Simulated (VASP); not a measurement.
# W (Im-3m) in VASP: notebook

W is run at these levels: PBE; tasks: single point.

Program: VASP 6.6.1. These are calculated values, not measurements. Logs are shortened: lines on timing, memory, paths and dates and some standing lists are left out, and cuts for length are marked.

## (1) The cell of the first run

The structure is cubic, space group Im-3m (No. 229). Conventional cell: a = 3.158 Å, b = 3.158 Å, c = 3.158 Å, α = 90.00°, β = 90.00°, γ = 90.00°. Within 3.6 Å of W (site symmetry m-3m) lie 14 W at 2.74 to 3.16 Å.

## (2) Single point, PBE

The input, INCAR:

```
SYSTEM = W
PREC     = Accurate       ! precision mode
ENCUT    = 520            ! plane-wave cutoff, eV
EDIFF    = 1E-6           ! SCF threshold, eV
ISMEAR   = 1              ! smearing method
SIGMA    = 0.05           ! smearing width, eV
LREAL    = .False.        ! projectors in reciprocal space
LASPH    = .True.         ! aspherical terms in the spheres
NELM     = 60             ! most SCF steps
ALGO     = Normal         ! electronic algorithm
ISIF     = 2              ! what is computed and relaxed
LWAVE    = .False.        ! write WAVECAR
LCHARG   = .True.         ! write CHGCAR
GGA      = PE             ! functional
LELF     = .True.         ! ELF
LVHAR    = .True.       
NBANDS   = 13             ! bands
```

The input, KPOINTS:

```
Automatic mesh
0
Gamma
  15 15 15
  0 0 0
```

The input, POSCAR:

```
W
1.0
   -1.5791247842      1.5791247842      1.5791247842
    1.5791247842     -1.5791247842      1.5791247842
    1.5791247842      1.5791247842     -1.5791247842
W
1
Direct
    0.0000000000      0.0000000000      0.0000000000
```

Potentials or basis: VASP PAW PBE potentials, release 64 (W_sv).

On the command line:

```bash
$ cat potpaw_PBE.64/W_sv/POTCAR > POTCAR
$ mpirun -np 1 vasp_std > vasp.out
```

OUTCAR:

```text
SYSTEM = W
   PREC = Accurate
   ENCUT = 520
   EDIFF = 1E-6
   ISMEAR = 1
   LREAL = .False.
   LASPH = .True.
   NELM = 60
   ISIF = 2
   GGA = PE

 ion  position               nearest neighbor table
   1  0.000  0.000  0.000-

  LATTYP: Found a body centered cubic cell.
 ALAT       =     3.1582495684

  Lattice vectors:

 A1 = (  -1.5791247842,   1.5791247842,   1.5791247842)
 A2 = (   1.5791247842,  -1.5791247842,   1.5791247842)
 A3 = (   1.5791247842,   1.5791247842,  -1.5791247842)

Analysis of symmetry for initial positions (statically):
=====================================================================
 Subroutine PRICEL returns:
 Original cell was already a primitive cell.

 Routine SETGRP: Setting up the symmetry group for a
 body centered cubic supercell.

 Subroutine GETGRP returns: Found 48 space group operations
[... 9 lines left out ...]

 Routine SETGRP: Setting up the symmetry group for a
 body centered cubic supercell.

 Subroutine GETGRP returns: Found 48 space group operations
[... 11 lines left out ...]
                                     Primitive cell

  volume of cell :      15.7510

  direct lattice vectors                    reciprocal lattice vectors
    -1.579124784  1.579124784  1.579124784     0.000000000  0.316631089  0.316631089
     1.579124784 -1.579124784  1.579124784     0.316631089  0.000000000  0.316631089
     1.579124784  1.579124784 -1.579124784     0.316631089  0.316631089  0.000000000

  length of vectors
     2.735124358  2.735124358  2.735124358     0.447783980  0.447783980  0.447783980

  position of ions in fractional coordinates (direct lattice)
     0.000000000  0.000000000  0.000000000

  ion indices of the primitive-cell ions
   primitive index   ion index
                 1           1

----------------------------------------------------------------------------------------

 KPOINTS: Automatic mesh

Automatic generation of k-mesh.
 Grid dimensions read from file:
 generate k-points for:   15   15   15

 Generating k-lattice:

  Cartesian coordinates                     Fractional coordinates (reciprocal lattice)
     0.000000000  0.021108739  0.021108739     0.066666667  0.000000000  0.000000000
     0.021108739  0.000000000  0.021108739     0.000000000  0.066666667  0.000000000
     0.021108739  0.021108739  0.000000000     0.000000000  0.000000000  0.066666667

  Length of vectors
     0.029852265  0.029852265  0.029852265

  Shift w.r.t. Gamma in fractional coordinates (k-lattice)
     0.000000000  0.000000000  0.000000000

 Subroutine IBZKPT returns following result:
 ===========================================

 Found    120 irreducible k-points:

 Following reciprocal coordinates:
            Coordinates               Weight
  0.000000  0.000000  0.000000      1.000000
  0.066667  0.000000  0.000000     12.000000
  0.133333  0.000000  0.000000     12.000000
  0.200000  0.000000  0.000000     12.000000
  0.266667  0.000000  0.000000     12.000000
  0.333333  0.000000  0.000000     12.000000
[... 16 lines left out ...]
  0.333333  0.200000  0.000000     48.000000
  0.400000  0.200000  0.000000     24.000000
 [... further k-points ...]
   k-points           NKPTS =    120   k-points in BZ     NKDIM =    120   number of bands    NBANDS=     13
   number of dos      NEDOS =    301   number of ions     NIONS =      1
   total plane-waves  NPLWV =   8000
   dimension x,y,z NGX =    20 NGY =   20 NGZ =   20
   dimension x,y,z NGXF=    40 NGYF=   40 NGZF=   40
   ions per type =               1
   NGX,Y,Z   is equivalent  to a cutoff of  12.16, 12.16, 12.16 a.u.
   NGXF,Y,Z  is equivalent  to a cutoff of  24.31, 24.31, 24.31 a.u.
 SYSTEM =  W
   PREC   = accura    normal or accurate (medium, high low for compatibility)
   ISTART =      0    job   : 0-new  1-cont  2-samecut
   ICHARG =      2    charge: 1-file 2-atom 10-const
   ISPIN  =      1    spin polarized calculation?
   LNONCOLLINEAR =      F non collinear calculations
   LSORBIT =      F    spin-orbit coupling
   LASPH  =      T    aspherical Exc in radial PAW
   ENCUT  =  520.0 eV  38.22 Ry    6.18 a.u.   5.09  5.09  5.09*2*pi/ulx,y,z
   NELM   =     60;   NELMIN=  2; NELMDL= -5     # of ELM steps
   EDIFF  = 0.1E-05   stopping-criterion for ELM
   LREAL  =      F    real-space projection
   EDIFFG = 0.1E-04   stopping-criterion for IOM
   NSW    =      0    number of steps for IOM
   IBRION =     -1    ionic relax: 0-MD 1-quasi-New 2-CG
   NFREE  =      0    steps in history (QN), initial steepest desc. (CG)
   ISIF   =      2    stress and relaxation
   ISYM   =      2    0-nonsym 1-usesym 2-fastsym
   POTIM  = 0.5000    time-step for ionic-motion
   TEBEG  =    0.0;   TEEND  =   0.0 temperature during run
   PSTRESS=    0.0 pullay stress
   NELECT =      14.0000    total number of electrons
   NUPDOWN=      -1.0000    fix difference up-down
   EMIN   =  10.00;   EMAX   =-10.00  energy-range for DOS
   EFERMI =   0.00;   METHOD = LEGACY
   ISMEAR =     1;   SIGMA  =   0.05  broadening in eV -4-tet -1-fermi 0-gaus
   EFERMI_NEDOS =   21; number of points for ismear=-14 and -15
   IALGO  =     38    algorithm
   IMIX   =      4    mixing-type and parameters
     AMIX     =   0.40;   BMIX     =  1.00
     AMIX_MAG =   1.60;   BMIX_MAG =  1.00
  volume/ion in A,a.u.               =      15.75       106.29
  Fermi-wavevector in a.u.,A,eV,Ry     =   1.574035  2.974495 33.709608  2.477586
  Thomas-Fermi vector in A             =   2.675230
   LORBIT       =      0    0 simple, 1 ext, 2 COOP (PROOUT), +10 PAW based schemes
   GGA     = PE    functional components
   LHFCALC =     F    Hartree Fock is set to
   AEXX    =    0.0000 exact exchange contribution
   IVDW    =     0    specifies the selected vdW correction
   LEPSILON=     F    determine dielectric tensor
   LRPA    =     F    only Hartree local field effects (RPA)
 non-spin polarized calculation
 Methfessel and Paxton  Order N= 1 SIGMA  =   0.05
  energy-cutoff  :      520.00
  volume of cell :       15.75
 maximum number of plane-waves:       437
   NGX = 11   NGY = 11   NGZ = 11

 number of electron      14.0000004 magnetization

 Free energy of the ion-electron system (eV)
  ---------------------------------------------------
  ext. energy  EPLUGINS =         0.00000000
  ---------------------------------------------------
  free energy    TOTEN  =       -12.94286019 eV

  energy without entropy =      -12.94282863  energy(sigma->0) =      -12.94284967

 E-fermi :  11.4725     XC(G=0): -13.6785

 val. band max:       11.4697863804   @ k =  -0.3333   0.4000   0.2667
 cond. band min:      11.6197963246   @ k =  -0.2667   0.2667   0.1333
 fundamental gap:      0.1500099442
 Fermi energy:        11.4724853511

 k-point     1 :       0.0000    0.0000    0.0000
  band No.  band energies     occupation
      1     -62.6496      2.00000
      2     -26.2008      2.00000
      3     -26.2008      2.00000
      4     -26.2008      2.00000
      5       1.8641      2.00000
      6      10.2919      2.00000
      7      10.2919      2.00000
      8      10.2919      2.00000
      9      13.8089      0.00000
     10      13.8089      0.00000
     11      26.0684      0.00000
     12      26.0684      0.00000
     13      26.0684      0.00000

 k-point     2 :       0.0667    0.0000    0.0000
  band No.  band energies     occupation
      1     -62.6437      2.00000
      2     -26.2624      2.00000
      3     -26.2200      2.00000
      4     -26.2011      2.00000
      5       2.0808      2.00000
      6      10.1598      2.00000
      7      10.2608      2.00000
      8      10.5015      2.00000
      9      13.5998      0.00000
     10      13.8101      0.00000
     11      26.2535      0.00000
     12      26.4369      0.00000
     13      26.6009      0.00000

 k-point     3 :       0.1333    0.0000    0.0000
  band No.  band energies     occupation
      1     -62.6269      2.00000
      2     -26.4338      2.00000
      3     -26.2738      2.00000
      4     -26.2020      2.00000
      5       2.6951      2.00000
      6       9.8072      2.00000
      7      10.1155      2.00000
      8      11.1199      2.00000
      9      13.2199      0.00000
     10      13.8286      0.00000
     11      26.6710      0.00000
     12      27.4951      0.00000
     13      27.8547      0.00000

 k-point     4 :       0.2000    0.0000    0.0000
  band No.  band energies     occupation
      1     -62.6021      2.00000
      2     -26.6796      2.00000
      3     -26.3521      2.00000
      4     -26.2034      2.00000
      5       3.5863      2.00000
      6       9.3347      2.00000
      7       9.8268      2.00000
      8      12.1167     -0.00000
      9      13.0725      0.00000
     10      13.8976      0.00000
     11      26.8055      0.00000
     12      28.7118      0.00000
     13      29.1308      0.00000

 k-point     5 :       0.2667    0.0000    0.0000
  band No.  band energies     occupation
      1     -62.5737      2.00000
      2     -26.9529      2.00000
      3     -26.4408      2.00000
      4     -26.2049      2.00000
      5       4.5047      2.00000
      6       8.8465      2.00000
      7       9.6598      2.00000
      8      13.2422      0.00000
      9      13.4334      0.00000
     10      14.0432      0.00000
     11      26.0713      0.00000
     12      27.7672      0.00000
     13      31.2148      0.00000
[... 257 lines left out ...]
 k-point    22 :       0.2667    0.2000    0.0000
  band No.  band energies     occupation
      1     -62.5194      2.00000
      2     -27.2717      2.00000
      3     -26.6852      2.00000
      4     -26.3245      2.00000
      5       6.3593      2.00000
      6       8.3031      2.00000
      7       9.3217      2.00000
      8      13.2418      0.00000
      9      14.6889      0.00000
     10      17.6583      0.00000
     11      23.3705      0.00000
     12      26.4699      0.00000
     13      28.2912      0.00000

 k-point    23 :       0.3333    0.2000    0.0000
  band No.  band energies     occupation
      1     -62.5056      2.00000
      2     -27.3374      2.00000
      3     -26.7801      2.00000
      4     -26.3331      2.00000
      5       6.4401      2.00000
      6       8.2260      2.00000
      7       9.8749      2.00000
      8      13.5205      0.00000
      9      14.8319      0.00000
     10      19.2255      0.00000
     11      21.7418      0.00000
     12      25.2902      0.00000
     13      27.8617      0.00000

 k-point    24 :       0.4000    0.2000    0.0000
  band No.  band energies     occupation
      1     -62.5008      2.00000
      2     -27.3583      2.00000
      3     -26.8161      2.00000
      4     -26.3357      2.00000
      5       6.4235      2.00000
      6       8.2060      2.00000
      7      10.1555      2.00000
      8      13.5661      0.00000
      9      15.0273      0.00000
     10      19.9722      0.00000
     11      20.9596      0.00000
     12      24.7678      0.00000
     13      27.7403      0.00000

 [... further k-points ...]

------------------------ aborting loop because EDIFF is reached ----------------------------------------

  FORCE on cell =-STRESS in cart. coord.  units (eV):
  Direction    XX          YY          ZZ          XY          YZ          ZX
  --------------------------------------------------------------------------------------
  -------------------------------------------------------------------------------------
  Total        0.8391969      0.8391969      0.8391969     -0.0000000     -0.0000000      0.0000000
  in kB       85.3621080     85.3621080     85.3621080     -0.0000000     -0.0000000      0.0000000
  external PRESSURE =      85.3621080 kB  Pullay stress =       0.0000000 kB

 VOLUME and BASIS-vectors are now :
 -----------------------------------------------------------------------------
  energy-cutoff  :      520.00
  volume of cell :       15.75
      direct lattice vectors                 reciprocal lattice vectors
    -1.579124784  1.579124784  1.579124784     0.000000000  0.316631089  0.316631089
     1.579124784 -1.579124784  1.579124784     0.316631089  0.000000000  0.316631089
     1.579124784  1.579124784 -1.579124784     0.316631089  0.316631089  0.000000000

 POSITION                                       TOTAL-FORCE (eV/Angst)
 -----------------------------------------------------------------------------------
      0.00000      0.00000      0.00000         0.000000     -0.000000      0.000000
 -----------------------------------------------------------------------------------
    total drift:                                0.000000     -0.000000      0.000000

  FREE ENERGIE OF THE ION-ELECTRON SYSTEM (eV)
  ---------------------------------------------------
  free  energy   TOTEN  =       -12.9428601916 eV

  energy  without entropy=      -12.9428286276  energy(sigma->0) =      -12.94284967
```

Run time: 17 s. Hardware: 1 thread of Intel Xeon Platinum 8375C at 2.90GHz (Ice Lake), shared host; peak memory 0.14 GiB.

What came out:

| Quantity | Value |
| --- | --- |
| Free energy | -12.9429 eV |
| Pressure | 8.5 GPa |
| Band gap on the k mesh | zero (band 7 reaches 16.22 eV, above the bottom of band 8 at 10.29 eV) |

Caveat: spin-orbit coupling is left out, which moves the levels of the heavy elements.

(Part 1 of 2 ends here.)
